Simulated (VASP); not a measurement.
# Y (P6_3/mmc) in VASP: a series of runs

The runs below take Y through single point, with PBE.

Everything below comes from runs of VASP 6.6.1. Logs are shortened: lines on timing, memory, paths and dates and some standing lists are left out, and cuts for length are marked.

**1. The cell of the first run**

It takes space group P6_3/mmc (No. 194, hexagonal). The conventional cell has a = 3.625 Å, b = 3.625 Å, c = 5.696 Å, α = 90.00°, β = 90.00°, γ = 120.00°. Within 4.6 Å of Y (site symmetry -6m2) lie 12 Y at 3.53 to 3.63 Å.

**2. Single point, PBE**

INCAR

```
PREC = Accurate
ENCUT = 520
EDIFF = 1E-6
ISMEAR = 1
SIGMA = 0.1
LREAL = False
LASPH = True
NELM = 60
ALGO = Normal
ISIF = 2
LWAVE = False
LCHARG = True
GGA = PE
LELF = True
LVHAR = True
NBANDS = 18
```

KPOINTS

```
Automatic mesh
0
Gamma
  13 13 7
```

POSCAR

```
Y
1.0
    3.6250911120      0.0000000000      0.0000000000
   -1.8125455560      3.1394209940      0.0000000000
    0.0000000000      0.0000000000      5.6955495191
Y
2
Direct
    0.3333333333      0.6666666667      0.2500000000
    0.6666666667      0.3333333333      0.7500000000
```

Potentials or basis: VASP PAW PBE potentials, release 64 (Y_sv).

The run is started by

```sh
cat potpaw_PBE.64/Y_sv/POTCAR > POTCAR
mpirun -np 1 vasp_std > vasp.out
```

OUTCAR:

```text
PREC = Accurate
   ENCUT = 520
   EDIFF = 1E-6
   ISMEAR = 1
   LREAL = False
   LASPH = True
   NELM = 60
   ISIF = 2
   GGA = PE

 ion  position               nearest neighbor table
   1  0.333  0.667  0.250-   2 3.53   2 3.53   2 3.53   2 3.53   2 3.53   2 3.53
   2  0.667  0.333  0.750-   1 3.53   1 3.53   1 3.53   1 3.53   1 3.53   1 3.53

  LATTYP: Found a hexagonal cell.
 ALAT       =     3.6250911120
 C/A-ratio  =     1.5711465845

  Lattice vectors:

 A1 = (   3.6250911120,   0.0000000000,   0.0000000000)
 A2 = (  -1.8125455560,   3.1394209940,   0.0000000000)
 A3 = (   0.0000000000,   0.0000000000,   5.6955495191)

Analysis of symmetry for initial positions (statically):
=====================================================================
 Subroutine PRICEL returns:
 Original cell was already a primitive cell.

 Routine SETGRP: Setting up the symmetry group for a
 hexagonal supercell.

 Subroutine GETGRP returns: Found 24 space group operations
 (whereof 12 operations were pure point group operations)
 out of a pool of 24 trial point group operations.

The static configuration has the point symmetry D_3d.
 The point group associated with its full space group is D_6h.

Analysis of symmetry for dynamics (positions and initial velocities):
=====================================================================
 Subroutine PRICEL returns:
 Original cell was already a primitive cell.

 Routine SETGRP: Setting up the symmetry group for a
 hexagonal supercell.

 Subroutine GETGRP returns: Found 24 space group operations
 (whereof 12 operations were pure point group operations)
 out of a pool of 24 trial point group operations.

The dynamic configuration has the point symmetry D_3d.
 The point group associated with its full space group is D_6h.

 Subroutine INISYM returns: Found 24 space group operations
 (whereof 12 operations are pure point group operations),
 and found     1 'primitive' translations

----------------------------------------------------------------------------------------

                                     Primitive cell

  volume of cell :      64.8193

  direct lattice vectors                    reciprocal lattice vectors
     3.625091112  0.000000000  0.000000000     0.275855136  0.159265037  0.000000000
    -1.812545556  3.139420994  0.000000000     0.000000000  0.318530074  0.000000000
     0.000000000  0.000000000  5.695549519     0.000000000  0.000000000  0.175575684

  length of vectors
     3.625091112  3.625091112  5.695549519     0.318530074  0.318530074  0.175575684

  position of ions in fractional coordinates (direct lattice)
     0.333333333  0.666666667  0.250000000
     0.666666667  0.333333333  0.750000000

  ion indices of the primitive-cell ions
   primitive index   ion index
                 1           1
                 2           2

----------------------------------------------------------------------------------------

 KPOINTS: Automatic mesh

Automatic generation of k-mesh.
 Grid dimensions read from file:
 generate k-points for:   13   13    7

 Generating k-lattice:

  Cartesian coordinates                     Fractional coordinates (reciprocal lattice)
     0.021219626  0.012251157  0.000000000     0.076923077  0.000000000  0.000000000
     0.000000000  0.024502313  0.000000000     0.000000000  0.076923077  0.000000000
     0.000000000  0.000000000  0.025082241     0.000000000  0.000000000  0.142857143

  Length of vectors
     0.024502313  0.024502313  0.025082241

  Shift w.r.t. Gamma in fractional coordinates (k-lattice)
     0.000000000  0.000000000  0.000000000

 Subroutine IBZKPT returns following result:
 ===========================================

 Found     84 irreducible k-points:

 Following reciprocal coordinates:
            Coordinates               Weight
  0.000000  0.000000  0.000000      1.000000
  0.076923  0.000000  0.000000      6.000000
  0.153846 -0.000000  0.000000      6.000000
  0.230769 -0.000000  0.000000      6.000000
  0.307692 -0.000000  0.000000      6.000000
  0.384615 -0.000000  0.000000      6.000000
[... 16 lines left out ...]
  0.076923  0.000000  0.142857     12.000000
  0.153846 -0.000000  0.142857     12.000000
 [... further k-points ...]
   k-points           NKPTS =     84   k-points in BZ     NKDIM =     84   number of bands    NBANDS=     18
   number of dos      NEDOS =    301   number of ions     NIONS =      2
   total plane-waves  NPLWV =  32928
   dimension x,y,z NGX =    28 NGY =   28 NGZ =   42
   dimension x,y,z NGXF=    56 NGYF=   56 NGZF=   84
   ions per type =               2
   NGX,Y,Z   is equivalent  to a cutoff of  12.84, 12.84, 12.26 a.u.
   NGXF,Y,Z  is equivalent  to a cutoff of  25.68, 25.68, 24.52 a.u.
 SYSTEM =  unknown system
   PREC   = accura    normal or accurate (medium, high low for compatibility)
   ISTART =      0    job   : 0-new  1-cont  2-samecut
   ICHARG =      2    charge: 1-file 2-atom 10-const
   ISPIN  =      1    spin polarized calculation?
   LNONCOLLINEAR =      F non collinear calculations
   LSORBIT =      F    spin-orbit coupling
   LASPH  =      T    aspherical Exc in radial PAW
   ENCUT  =  520.0 eV  38.22 Ry    6.18 a.u.   6.74  6.74 10.59*2*pi/ulx,y,z
   NELM   =     60;   NELMIN=  2; NELMDL= -5     # of ELM steps
   EDIFF  = 0.1E-05   stopping-criterion for ELM
   LREAL  =      F    real-space projection
   EDIFFG = 0.1E-04   stopping-criterion for IOM
   NSW    =      0    number of steps for IOM
   IBRION =     -1    ionic relax: 0-MD 1-quasi-New 2-CG
   NFREE  =      0    steps in history (QN), initial steepest desc. (CG)
   ISIF   =      2    stress and relaxation
   ISYM   =      2    0-nonsym 1-usesym 2-fastsym
   POTIM  = 0.5000    time-step for ionic-motion
   TEBEG  =    0.0;   TEEND  =   0.0 temperature during run
   PSTRESS=    0.0 pullay stress
   NELECT =      22.0000    total number of electrons
   NUPDOWN=      -1.0000    fix difference up-down
   EMIN   =  10.00;   EMAX   =-10.00  energy-range for DOS
   EFERMI =   0.00;   METHOD = LEGACY
   ISMEAR =     1;   SIGMA  =   0.10  broadening in eV -4-tet -1-fermi 0-gaus
   EFERMI_NEDOS =   21; number of points for ismear=-14 and -15
   IALGO  =     38    algorithm
   IMIX   =      4    mixing-type and parameters
     AMIX     =   0.40;   BMIX     =  1.00
     AMIX_MAG =   1.60;   BMIX_MAG =  1.00
  volume/ion in A,a.u.               =      32.41       218.71
  Fermi-wavevector in a.u.,A,eV,Ry     =   1.141952  2.157976 17.742723  1.304053
  Thomas-Fermi vector in A             =   2.278651
   LORBIT       =      0    0 simple, 1 ext, 2 COOP (PROOUT), +10 PAW based schemes
   GGA     = PE    functional components
   LHFCALC =     F    Hartree Fock is set to
   AEXX    =    0.0000 exact exchange contribution
   IVDW    =     0    specifies the selected vdW correction
   LEPSILON=     F    determine dielectric tensor
   LRPA    =     F    only Hartree local field effects (RPA)
 non-spin polarized calculation
 Methfessel and Paxton  Order N= 1 SIGMA  =   0.10
  energy-cutoff  :      520.00
  volume of cell :       64.82
 maximum number of plane-waves:      1773
 NGX is ok and might be reduce to    28
   NGX = 13   NGY = 13   NGZ = 21

 number of electron      22.0000000 magnetization

 Free energy of the ion-electron system (eV)
  ---------------------------------------------------
  ext. energy  EPLUGINS =         0.00000000
  ---------------------------------------------------
  free energy    TOTEN  =       -12.86016305 eV

  energy without entropy =      -12.85727713  energy(sigma->0) =      -12.85920108

 E-fermi :   3.0681     XC(G=0):  -9.4789

 val. band max:        3.0674432324   @ k =   0.3077   0.1538   0.4286
 cond. band min:       3.0776419949   @ k =   0.1538   0.0769   0.2857
 fundamental gap:      0.0101987625
 Fermi energy:         3.0681265289

 k-point     1 :       0.0000    0.0000    0.0000
  band No.  band energies     occupation
      1     -39.5927      2.00000
      2     -39.5156      2.00000
      3     -19.8814      2.00000
      4     -19.3867      2.00000
      5     -19.3867      2.00000
      6     -19.2945      2.00000
[... 10 lines left out ...]
     17       5.8895      0.00000
     18       5.8895      0.00000

 k-point     2 :       0.0769    0.0000    0.0000
  band No.  band energies     occupation
      1     -39.5896      2.00000
      2     -39.5145      2.00000
      3     -19.8704      2.00000
      4     -19.4091      2.00000
      5     -19.3943      2.00000
      6     -19.3182      2.00000
[... 10 lines left out ...]
     17       5.7158      0.00000
     18       5.7665      0.00000

 k-point     3 :       0.1538   -0.0000    0.0000
  band No.  band energies     occupation
      1     -39.5808      2.00000
      2     -39.5115      2.00000
      3     -19.8387      2.00000
      4     -19.4714      2.00000
      5     -19.4149      2.00000
      6     -19.3823      2.00000
[... 10 lines left out ...]
     17       5.7165      0.00000
     18       5.8811      0.00000

 k-point     4 :       0.2308   -0.0000    0.0000
  band No.  band energies     occupation
      1     -39.5679      2.00000
      2     -39.5077      2.00000
      3     -19.7902      2.00000
      4     -19.5595      2.00000
      5     -19.4695      2.00000
      6     -19.4427      2.00000
[... 375 lines left out ...]
      4     -19.3822      2.00000
      5     -19.3822      2.00000
      6     -19.2991      2.00000
[... 10 lines left out ...]
     17       6.1085      0.00000
     18       6.1085      0.00000

 k-point    23 :       0.0769    0.0000    0.1429
  band No.  band energies     occupation
      1     -39.5859      2.00000
      2     -39.5182      2.00000
      3     -19.8429      2.00000
      4     -19.4038      2.00000
      5     -19.3896      2.00000
      6     -19.3339      2.00000
[... 10 lines left out ...]
     17       6.0243      0.00000
     18       6.0391      0.00000

 k-point    24 :       0.1538   -0.0000    0.1429
  band No.  band energies     occupation
      1     -39.5774      2.00000
      2     -39.5149      2.00000
      3     -19.8163      2.00000
      4     -19.4636      2.00000
      5     -19.4095      2.00000
      6     -19.4020      2.00000
[... 10 lines left out ...]
     17       5.9736      0.00000
     18       6.0444      0.00000

 [... further k-points ...]

------------------------ aborting loop because EDIFF is reached ----------------------------------------

  FORCE on cell =-STRESS in cart. coord.  units (eV):
  Direction    XX          YY          ZZ          XY          YZ          ZX
  --------------------------------------------------------------------------------------
  -------------------------------------------------------------------------------------
  Total        0.3038096      0.3038096      0.0093298      0.0000000     -0.0000000      0.0000000
  in kB        7.5094471      7.5094471      0.2306101      0.0000000     -0.0000000      0.0000000
  external PRESSURE =       5.0831681 kB  Pullay stress =       0.0000000 kB

 VOLUME and BASIS-vectors are now :
 -----------------------------------------------------------------------------
  energy-cutoff  :      520.00
  volume of cell :       64.82
      direct lattice vectors                 reciprocal lattice vectors
     3.625091112  0.000000000  0.000000000     0.275855136  0.159265037  0.000000000
    -1.812545556  3.139420994  0.000000000     0.000000000  0.318530074  0.000000000
     0.000000000  0.000000000  5.695549519     0.000000000  0.000000000  0.175575684

 POSITION                                       TOTAL-FORCE (eV/Angst)
 -----------------------------------------------------------------------------------
     -0.00000      2.09295      1.42389        -0.000000     -0.000000      0.000000
      1.81255      1.04647      4.27166         0.000000      0.000000      0.000000
 -----------------------------------------------------------------------------------
    total drift:                                0.000000     -0.000000      0.000000

  FREE ENERGIE OF THE ION-ELECTRON SYSTEM (eV)
  ---------------------------------------------------
  free  energy   TOTEN  =       -12.8601630483 eV

  energy  without entropy=      -12.8572771346  energy(sigma->0) =      -12.85920108
```

Run time: 60 s. Hardware: 1 thread of Intel Xeon 6975P-C (Granite Rapids), shared host; peak memory 0.24 GiB.

What came out:

* Free energy: -12.8602 eV
* Pressure: 0.5 GPa
* Band gap on the k mesh: zero (bands 11 and 12 overlap by 1.38 eV)

Stress tensor (GPa, compression positive):
```
0.75 0.00 0.00
0.00 0.75 0.00
0.00 0.00 0.02
```

(Part 1 of 2 ends here.)
